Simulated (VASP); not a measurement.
The system is SiC2.

```xyz
6
Lattice="2.6447 0.0000 0.0000 -1.3224 2.2904 0.0000 0.0000 0.0000 13.4790" Properties=species:S:1:pos:R:3 pbc="T T T"
Si    0.0000    1.5269    5.6162
Si    1.3224    0.7635    7.8627
C     0.0000    1.5269   10.1092
C     0.0000    1.5269    1.1232
C     1.3224    0.7635   12.3557
C     1.3224    0.7635    3.3697
```

* Program: VASP 6.6.1
* Task: relaxation of cell and atoms
* Functional: PBE
* Potentials or basis: VASP PAW PBE potentials, release 64 (Si, C_h)
* Cutoff: 1300 eV
* k mesh: 6 × 6 × 2
* Occupations: gaussian, width 0.1 eV
* Spin: no spin polarisation

At the start: pressure -18.5 GPa; volume 13.61 Å³/atom.

Task: Where does the relaxation end?

Result: Over 70 steps the energy falls by 3485.8 meV/atom and the volume is 12.21 Å³/atom (-10.3 %); space group P-3m1 (No. 164, to 0.1 Å) before and after.

The path:
```tsv
step	energy change (eV)	largest force (eV/Å)	pressure (GPa)	volume (Å³)
1	0.0000	1.6102	-18.49	81.65
3	-2.6303	2.7418	7.18	55.57
5	-3.6675	1.7970	18.59	51.99
7	-7.8905	1.6198	-24.99	72.01
9	-8.2012	2.3398	-25.23	68.06
11	-8.4427	1.8222	-24.57	68.90
13	-9.4628	0.7263	-15.63	62.03
15	-9.7971	0.5508	-4.41	57.22
17	-9.8272	0.7442	-1.67	56.08
19	-9.9470	1.1732	0.13	53.03
21	-9.9565	1.6791	1.40	51.96
23	-10.0453	2.3915	2.02	51.10
25	-10.7803	5.1494	11.72	47.33
27	-11.1193	5.7926	25.73	45.01
29	-11.1475	5.8678	32.22	44.23
31	-11.1801	5.8475	34.86	43.96
33	-11.1830	5.8761	49.51	42.76
35	-11.2535	5.7972	41.99	43.33
37	-11.6329	5.7290	42.11	43.39
39	-13.2130	4.8283	43.62	43.60
41	-15.8505	7.5024	63.14	44.26
43	-17.2612	3.6652	35.71	46.60
45	-17.8851	2.9319	-20.23	58.92
47	-18.3344	1.6500	-5.45	53.58
49	-19.5602	1.4627	7.63	52.92
51	-19.8570	0.9683	19.38	52.41
53	-20.4414	0.9555	4.62	59.71
55	-20.5524	0.7953	0.67	61.51
57	-20.6834	0.5856	0.72	63.17
59	-20.7732	0.3821	2.33	64.19
61	-20.8230	0.5174	1.23	65.86
63	-20.8761	0.3124	-2.62	68.86
65	-20.9014	0.0677	0.72	68.88
67	-20.9093	0.0964	0.44	70.52
69	-20.9090	0.3181	-0.01	73.78
70	-20.9149	0.0259	0.09	73.25
```

Final structure:
```
Si C
1.0
     2.49439    0.00000    0.00000
    -1.24719    2.16020    0.00000
     0.00000    0.00000   13.59347
Si C
2 4
Direct
  0.33333 0.66667 0.41183
  0.66667 0.33333 0.58817
  0.33333 0.66667 0.85943
  0.33333 0.66667 0.14054
  0.66667 0.33333 0.85946
  0.66667 0.33333 0.14057
```

Caveat: the k points lie up to 0.48 Å⁻¹ apart in the final cell, too coarse for converged energies and pressures of a metal; the highest band is partly filled, so the run has too few bands; this functional lacks dispersion, which binds layers or chains, so the pressure and a relaxed spacing across them are unreliable.
